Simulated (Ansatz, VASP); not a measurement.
CsBa3 in VASP and in Ansatz

```
Cs Ba
1.0
     0.00000    5.22128    5.22128
     5.22128    0.00000    5.22128
     5.22128    5.22128    0.00000
Cs Ba
1 3
Direct
  0.00000 0.00000 0.00000
  0.25000 0.25000 0.25000
  0.75000 0.75000 0.75000
  0.50000 0.50000 0.50000
```

Alike in both runs: functional PBE; k mesh 8 × 8 × 8; occupations gaussian, width 0.1 eV; no spin polarisation.

Ansatz relaxed the structure, and its values are those at the end. VASP's run is a single point on that final structure, the one shown.

|  | VASP | Ansatz |
| --- | --- | --- |
| version | VASP 6.6.1 | Ansatz 0.2.0 |
| potentials or method | VASP PAW PBE potentials, release 64 (Cs_sv, Ba_sv), cutoff 520 eV | scalar-relativistic, plane waves, PAW |
| valence electrons in the cell | 39 | 39 |

```tsv
	VASP	Ansatz	Ansatz less VASP
gap on the k mesh at the Fermi level (eV)	none	none	-
pressure (GPa)	0.0	0.0	-0.02
```

A gap of «none» marks a metal or a gap that the smearing closes. With one functional, cell and mesh, what is left measures potentials, basis and numerics.

Neither program's run includes spin-orbit coupling.
